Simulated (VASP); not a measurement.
# TaN (P-6m2) in VASP: notebook

Runs on TaN. Level: LDA. Tasks: single point.

All numbers are computed with VASP 6.6.1; they aren't measurements. Logs are shortened: lines on timing, memory, paths and dates and some standing lists are left out, and cuts for length are marked.

### 1 The cell of the first run

The structure is hexagonal, space group P-6m2 (No. 187). Conventional cell: a = 2.957 Å, b = 2.957 Å, c = 2.902 Å, α = 90.00°, β = 90.00°, γ = 120.00°. Within 3.0 Å of Ta (site symmetry -6m2) lie 6 N at 2.24 Å and 8 Ta at 2.90 to 2.96 Å. Within 3.0 Å of N (site symmetry -6m2) lie 6 Ta at 2.24 Å and 8 N at 2.90 to 2.96 Å.

### 2 Single point, LDA (volume scaled by 1.02)

INCAR reads:

```
SYSTEM = TaN
  PREC = Accurate
  ENCUT = 520
  EDIFF = 1E-6
  ISMEAR = -1
  SIGMA = 0.02
  LREAL = .False.
  LASPH = .True.
  NELM = 80
  ALGO = Normal
  ISIF = 2
  LWAVE = .False.
  LCHARG = .False.
  GGA = CA
  NBANDS = 15
```

KPOINTS reads:

```
regular mesh
0
Gamma
  12 12 10
  0 0 0
```

POSCAR reads:

```
TaN
1.0
    2.9574563715      0.0000000000      0.0000000000
   -1.4787281858      2.5612323484      0.0000000000
    0.0000000000      0.0000000000      2.9020932717
Ta N
1 1
Direct
    0.3333333333      0.6666666667      0.5000000000
    0.0000000000      0.0000000000      0.0000000000
```

Potentials or basis: VASP PAW LDA potentials, release 64 (Ta_pv, N).

The run is started by

```sh
$ cat potpaw_LDA.64/Ta_pv/POTCAR potpaw_LDA.64/N/POTCAR > POTCAR
$ mpirun -np 1 vasp_std > vasp.out
```

OUTCAR:

```text
SYSTEM = TaN
   PREC = Accurate
   ENCUT = 520
   EDIFF = 1E-6
   ISMEAR = -1
   LREAL = .False.
   LASPH = .True.
   NELM = 80
   ISIF = 2
   GGA = CA

 ion  position               nearest neighbor table
   1  0.333  0.667  0.500-   2 2.24   2 2.24   2 2.24   2 2.24   2 2.24   2 2.24
   2  0.000  0.000  0.000-   1 2.24   1 2.24   1 2.24   1 2.24   1 2.24   1 2.24

  LATTYP: Found a hexagonal cell.
 ALAT       =     2.9574563715
 C/A-ratio  =     0.9812801635

  Lattice vectors:

 A1 = (   2.9574563715,   0.0000000000,   0.0000000000)
 A2 = (  -1.4787281858,   2.5612323484,   0.0000000000)
 A3 = (   0.0000000000,   0.0000000000,   2.9020932717)

Analysis of symmetry for initial positions (statically):
=====================================================================
 Subroutine PRICEL returns:
 Original cell was already a primitive cell.

 Routine SETGRP: Setting up the symmetry group for a
 hexagonal supercell.

 Subroutine GETGRP returns: Found 12 space group operations
 (whereof 12 operations were pure point group operations)
 out of a pool of 24 trial point group operations.

The static configuration has the point symmetry D_3h.

Analysis of symmetry for dynamics (positions and initial velocities):
=====================================================================
 Subroutine PRICEL returns:
 Original cell was already a primitive cell.

 Routine SETGRP: Setting up the symmetry group for a
 hexagonal supercell.

 Subroutine GETGRP returns: Found 12 space group operations
 (whereof 12 operations were pure point group operations)
 out of a pool of 24 trial point group operations.

The dynamic configuration has the point symmetry D_3h.

 Subroutine INISYM returns: Found 12 space group operations
 (whereof 12 operations are pure point group operations),
 and found     1 'primitive' translations

----------------------------------------------------------------------------------------

                                     Primitive cell

  volume of cell :      21.9826

  direct lattice vectors                    reciprocal lattice vectors
     2.957456372  0.000000000  0.000000000     0.338128403  0.195218525  0.000000000
    -1.478728186  2.561232348  0.000000000     0.000000000  0.390437049  0.000000000
     0.000000000  0.000000000  2.902093272     0.000000000  0.000000000  0.344578863
[... 78 lines left out ...]
   ISPIN  =      1    spin polarized calculation?
   LNONCOLLINEAR =      F non collinear calculations
   LSORBIT =      F    spin-orbit coupling
   LASPH  =      T    aspherical Exc in radial PAW
   ENCUT  =  520.0 eV  38.22 Ry    6.18 a.u.   5.50  5.50  5.40*2*pi/ulx,y,z
   NELM   =     80;   NELMIN=  2; NELMDL= -5     # of ELM steps
   EDIFF  = 0.1E-05   stopping-criterion for ELM
   LREAL  =      F    real-space projection
[... 7 lines left out ...]
   TEBEG  =    0.0;   TEEND  =   0.0 temperature during run
   PSTRESS=    0.0 pullay stress
   NELECT =      16.0000    total number of electrons
   NUPDOWN=      -1.0000    fix difference up-down
   EMIN   =  10.00;   EMAX   =-10.00  energy-range for DOS
   EFERMI =   0.00;   METHOD = LEGACY
   ISMEAR =    -1;   SIGMA  =   0.02  broadening in eV -4-tet -1-fermi 0-gaus
   EFERMI_NEDOS =   21; number of points for ismear=-14 and -15
   IALGO  =     38    algorithm
   IMIX   =      4    mixing-type and parameters
     AMIX     =   0.40;   BMIX     =  1.00
     AMIX_MAG =   1.60;   BMIX_MAG =  1.00
  volume/ion in A,a.u.               =      10.99        74.17
  Fermi-wavevector in a.u.,A,eV,Ry     =   1.472613  2.782835 29.505440  2.168589
  Thomas-Fermi vector in A             =   2.587606
   LORBIT       =      0    0 simple, 1 ext, 2 COOP (PROOUT), +10 PAW based schemes
   GGA     = CA    functional components
   LHFCALC =     F    Hartree Fock is set to
   AEXX    =    0.0000 exact exchange contribution
   IVDW    =     0    specifies the selected vdW correction
   LEPSILON=     F    determine dielectric tensor
   LRPA    =     F    only Hartree local field effects (RPA)
 non-spin polarized calculation
  energy-cutoff  :      520.00
  volume of cell :       21.98
 maximum number of plane-waves:       611
 NGX is ok and might be reduce to    24
   NGX = 11   NGY = 11   NGZ = 11

 number of electron      16.0000002 magnetization

 Free energy of the ion-electron system (eV)
  ---------------------------------------------------
  ext. energy  EPLUGINS =         0.00000000
  ---------------------------------------------------
  free energy    TOTEN  =       -24.66609421 eV

  energy without entropy =      -24.66599262  energy(sigma->0) =      -24.66604342

 E-fermi :   7.9844     XC(G=0): -13.4764

 val. band max:        7.8671316733   @ k =   0.0000   0.0000   0.4000
 cond. band min:       8.0243781583   @ k =   0.0833  -0.0000   0.5000
 fundamental gap:      0.1572464850
 Fermi energy:         7.9843605985

 k-point     1 :       0.0000    0.0000    0.0000
  band No.  band energies     occupation
      1     -26.7919      2.00000
      2     -26.5342      2.00000
      3     -26.5342      2.00000
      4      -9.4895      2.00000
      5       3.4399      2.00000
      6       3.4399      2.00000
      7       3.7904      2.00000
      8       5.0475      2.00000
      9      10.1136      0.00000
     10      11.3867      0.00000
     11      11.3867      0.00000
     12      11.7140      0.00000
     13      11.7140      0.00000
     14      20.2083      0.00000
[... 401 lines left out ...]
      2     -26.7700      2.00000
      3     -26.6936      2.00000
      4      -7.7693      2.00000
      5       0.5013      2.00000
      6       2.9724      2.00000
      7       4.3282      2.00000
      8       5.2610      2.00000
      9      10.4891      0.00000
     10      10.7455      0.00000
     11      12.3203      0.00000
     12      12.7482      0.00000
     13      14.8283      0.00000
     14      20.2153      0.00000
     15      20.8625      0.00000

 [... further k-points ...]
[... 5 lines left out ...]
  --------------------------------------------------------------------------------------
  -------------------------------------------------------------------------------------
  Total       -2.1281834     -2.1281834     -2.4203488      0.0000000      0.0000000      0.0000000
  in kB     -155.1104083   -155.1104083   -176.4045737      0.0000000      0.0000000      0.0000000
  external PRESSURE =    -162.2084634 kB  Pullay stress =       0.0000000 kB

 VOLUME and BASIS-vectors are now :
 -----------------------------------------------------------------------------
  energy-cutoff  :      520.00
  volume of cell :       21.98
      direct lattice vectors                 reciprocal lattice vectors
     2.957456372  0.000000000  0.000000000     0.338128403  0.195218525  0.000000000
    -1.478728186  2.561232348  0.000000000     0.000000000  0.390437049  0.000000000
     0.000000000  0.000000000  2.902093272     0.000000000  0.000000000  0.344578863

 POSITION                                       TOTAL-FORCE (eV/Angst)
 -----------------------------------------------------------------------------------
     -0.00000      1.70749      1.45105        -0.000000      0.000000      0.000000
      0.00000      0.00000      0.00000         0.000000      0.000000      0.000000
 -----------------------------------------------------------------------------------
    total drift:                                0.000000     -0.000000     -0.000000

  FREE ENERGIE OF THE ION-ELECTRON SYSTEM (eV)
  ---------------------------------------------------
  free  energy   TOTEN  =       -24.6660942083 eV

  energy  without entropy=      -24.6659926229  energy(sigma->0) =      -24.66604342
```

Run time: 86 s. Hardware: 1 thread of Intel Xeon 8259CL, shared host; peak memory 0.16 GiB.

Results:

```yaml
Free_energy: -24.6661 eV
Pressure: -16.2 GPa
Band_gap_on_the_k_mesh: zero (band 8 reaches 8.27 eV, above the bottom of band 9 at 7.79 eV)
```

Levels at points of the mesh, in eV from the Fermi level:
```tsv
k point	band 4	band 5	band 6	band 7	band 8	band 9	band 10	band 11	band 12	band 13
(0.00, 0.00, 0.00)	-17.47	-4.54	-4.54	-4.19	-2.94	2.13	3.40	3.40	3.73	3.73
(0.50, 0.00, 0.00)	-15.20	-8.22	-5.17	-3.48	-3.18	2.78	3.83	4.98	5.04	7.28
(0.00, 0.00, 0.50)	-14.86	-9.27	-3.75	-3.75	-0.20	-0.20	2.29	3.13	3.13	8.03
(0.50, 0.00, 0.50)	-15.48	-7.27	-6.14	-5.66	-0.41	3.96	5.09	5.79	6.77	9.81
```

Caveat: spin-orbit coupling is left out, which moves the levels of the heavy elements.

### 3 Single point, LDA (equal xx and yy strain of +1 %)

INCAR reads:

```
SYSTEM = TaN
PREC = Accurate
ENCUT = 520
EDIFF = 1E-6
ISMEAR = -1
SIGMA = 0.02
LREAL = .False.
LASPH = .True.
NELM = 100
ALGO = Normal
ISIF = 2
LWAVE = .False.
LCHARG = .True.
LELF = .True.
LVHAR = .True.
NBANDS = 15
```

KPOINTS reads:

```
Automatic mesh
0
Gamma
  12 12 10
  0 0 0
```

POSCAR reads:

```
TaN
1.0
    2.9673788470      0.0000000000      0.0000000000
   -1.4836894235      2.5698254642      0.0000000000
    0.0000000000      0.0000000000      2.8830000000
Ta N
1 1
Direct
    0.3333333333      0.6666666667      0.5000000000
    0.0000000000      0.0000000000      0.0000000000
```

Potentials or basis: VASP PAW LDA potentials, release 64 (Ta_pv, N).

The run is started by

```sh
$ cat potpaw_LDA.64/Ta_pv/POTCAR potpaw_LDA.64/N/POTCAR > POTCAR
$ mpirun -np 1 vasp_std > vasp.out
```

Wall time 76 s (1 thread of Intel Xeon 8259CL, shared host); peak memory 0.16 GiB.

The run converged. Its results:

```
Free energy            : -24.6651 eV
Pressure               : -16.0 GPa
Band gap on the k mesh : zero (band 8 reaches 8.25 eV, above the bottom of band 9 at 7.80 eV)
```

Stress tensor (GPa, compression positive):
```
-17.29   0.00   0.00
  0.00 -17.29   0.00
  0.00   0.00 -13.34
```

Levels at points of the mesh, in eV from the Fermi level:
| k point | band 4 | band 5 | band 6 | band 7 | band 8 | band 9 | band 10 | band 11 | band 12 | band 13 |
| --- | --- | --- | --- | --- | --- | --- | --- | --- | --- | --- |
| (0.00, 0.00, 0.00) | -17.48 | -4.62 | -4.62 | -4.17 | -2.88 | 2.05 | 3.46 | 3.46 | 3.75 | 3.75 |
| (0.50, 0.00, 0.00) | -15.23 | -8.23 | -5.09 | -3.48 | -3.23 | 2.82 | 3.74 | 4.97 | 5.04 | 7.33 |
| (0.00, 0.00, 0.50) | -14.84 | -9.26 | -3.83 | -3.83 | -0.19 | -0.19 | 2.43 | 3.06 | 3.06 | 7.99 |
| (0.50, 0.00, 0.50) | -15.49 | -7.27 | -6.13 | -5.72 | -0.37 | 3.95 | 5.03 | 5.86 | 6.75 | 9.85 |

Caveat: the cell differs from its parent crystal (equal xx and yy strain of +1 %); spin-orbit coupling is left out, which moves the levels of the heavy elements.

### 4 Single point, LDA (volume scaled by 1.04)

INCAR reads:

```
SYSTEM = TaN
  ALGO = Normal
  EDIFF = 1E-7
  ENCUT = 520
  GGA = CA
  ISIF = 2
  ISMEAR = -1
  LASPH = .TRUE.
  LCHARG = .FALSE.
  LREAL = .FALSE.
  LWAVE = .FALSE.
  NBANDS = 15
  NELM = 80
  PREC = Accurate
  SIGMA = 0.02
```

KPOINTS reads:

```
k-points
0
G
  12 12 10
  0 0 0
```

POSCAR reads:

```
TaN
1.0
    2.9766611718      0.0000000000      0.0000000000
   -1.4883305859      2.5778641933      0.0000000000
    0.0000000000      0.0000000000      2.9209385612
Ta N
1 1
Direct
    0.3333333333      0.6666666667      0.5000000000
    0.0000000000      0.0000000000      0.0000000000
```

The run is started by

```sh
$ cat potpaw_LDA.64/Ta_pv/POTCAR potpaw_LDA.64/N/POTCAR > POTCAR
$ mpirun -np 1 vasp_std > vasp.out
```

It took 74 s on 1 thread of Intel Xeon 8259CL, shared host; peak memory 0.16 GiB.

It converged, with:

| Quantity | Value |
| --- | --- |
| Free energy | -24.6149 eV |
| Pressure | -22.0 GPa |
| Band gap on the k mesh | zero (band 8 reaches 8.06 eV, above the bottom of band 9 at 7.59 eV) |

Stress tensor (GPa, compression positive):
```
-21.02   0.00   0.00
  0.00 -21.02   0.00
  0.00   0.00 -23.84
```

Levels at points of the mesh, in eV from the Fermi level:
```
           k point  band 5  band 6  band 7  band 8  band 9  band 10  band 11  band 12
(0.00, 0.00, 0.00)   -4.46   -4.46   -4.10   -2.91    1.99     3.32     3.32     3.62
(0.50, 0.00, 0.00)   -8.10   -5.08   -3.40   -3.14    2.70     3.72     4.87     4.90
(0.00, 0.00, 0.50)   -9.15   -3.68   -3.68   -0.19   -0.19     2.23     3.07     3.07
(0.50, 0.00, 0.50)   -7.15   -6.06   -5.55   -0.44    3.83     4.94     5.62     6.59
```

Caveat: spin-orbit coupling is left out, which moves the levels of the heavy elements.

### 5 Single point, LDA (equal xx and yy strain of +2 %)

INCAR reads:

```
ALGO = Normal
EDIFF = 1E-6
ENCUT = 520
ISIF = 2
ISMEAR = -1
LASPH = True
LCHARG = False
LREAL = False
LWAVE = False
NBANDS = 15
NELM = 100
PREC = Accurate
SIGMA = 0.02
```

KPOINTS reads:

```
k-points
0
Gamma
  12 12 10
```

POSCAR reads:

```
TaN
1.0
    2.9967588356      0.0000000000      0.0000000000
   -1.4983794178      2.5952692806      0.0000000000
    0.0000000000      0.0000000000      2.8830000000
Ta N
1 1
Direct
    0.3333333333      0.6666666667      0.5000000000
    0.0000000000      0.0000000000      0.0000000000
```

The run is started by

```sh
$ cat potpaw_LDA.64/Ta_pv/POTCAR potpaw_LDA.64/N/POTCAR > POTCAR
$ mpirun -np 1 vasp_std > vasp.out
```

It took 68 s on 1 thread of Intel Xeon 8259CL, shared host; peak memory 0.16 GiB.

The run converged. Its results:

| Item | Value |
| --- | --- |
| Free energy | -24.6083 eV |
| Pressure | -21.5 GPa |
| Band gap on the k mesh | zero (band 8 reaches 8.03 eV, above the bottom of band 9 at 7.61 eV) |

Stress tensor (GPa, compression positive):
```
-24.42   0.00   0.00
  0.00 -24.42   0.00
  0.00   0.00 -15.61
```

Levels at points of the mesh, in eV from the Fermi level:
| k point | band 4 | band 5 | band 6 | band 7 | band 8 | band 9 | band 10 | band 11 | band 12 | band 13 |
| --- | --- | --- | --- | --- | --- | --- | --- | --- | --- | --- |
| (0.00, 0.00, 0.00) | -17.34 | -4.60 | -4.60 | -4.05 | -2.78 | 1.84 | 3.43 | 3.43 | 3.67 | 3.67 |
| (0.50, 0.00, 0.00) | -15.18 | -8.12 | -4.90 | -3.39 | -3.23 | 2.80 | 3.55 | 4.77 | 4.98 | 7.21 |
| (0.00, 0.00, 0.50) | -14.76 | -9.12 | -3.83 | -3.83 | -0.16 | -0.16 | 2.51 | 2.95 | 2.95 | 7.79 |
| (0.50, 0.00, 0.50) | -15.38 | -7.16 | -6.03 | -5.66 | -0.36 | 3.82 | 4.84 | 5.76 | 6.55 | 9.64 |

Caveat: the cell differs from its parent crystal (equal xx and yy strain of +2 %); spin-orbit coupling is left out, which moves the levels of the heavy elements.

### 6 The runs side by side

```tsv
cell	gap on the mesh (eV)	pressure (GPa)
a = 2.957, b = 2.957, c = 2.902 Å, angles 90.0, 90.0, 120.0°, 2 atoms	none	-16.2
a = 2.967, b = 2.967, c = 2.883 Å, angles 90.0, 90.0, 120.0°, 2 atoms	none	-16.0
a = 2.977, b = 2.977, c = 2.921 Å, angles 90.0, 90.0, 120.0°, 2 atoms	none	-22.0
a = 2.997, b = 2.997, c = 2.883 Å, angles 90.0, 90.0, 120.0°, 2 atoms	none	-21.5
```

Alike in all rows: task single point; level LDA; potentials or basis VASP PAW LDA potentials, release 64 (Ta_pv, N); no spin polarisation; k mesh 12 × 12 × 10; cutoff (eV) 520; smearing fermi-dirac 0.02 eV.

Caveats: spin-orbit coupling is left out, which moves the levels of the heavy elements.

Absolute energies hang on the potentials; compare differences alone.
